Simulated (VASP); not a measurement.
Runs of VASP 6.6.1 on ZnS. The structure is that of space group F-43m (No. 216), or close to it. The cells are those of the table. 

```csv
cell,gap on the mesh (eV),pressure (GPa)
"a = 3.770 Å, angles 60.0°, 2 atoms",(a),(c)
"a = 3.921 Å, angles 60.0°, 2 atoms",1.55,(b)
"a = 3.871 Å, angles 60.0°, 2 atoms",1.72,-6.7
"a = 3.821 Å, angles 60.0°, 2 atoms",1.89,-4.3
```

Alike in all rows: task single point; level LDA; potentials or basis VASP PAW LDA potentials, release 64 (Zn, S); no spin polarisation; k mesh 6 × 6 × 6; cutoff (eV) 500; smearing gaussian 0.01 eV.

Question: Fill in the values left out.

Answer: (a) 2.07; (b) -8.6; (c) -1.4.

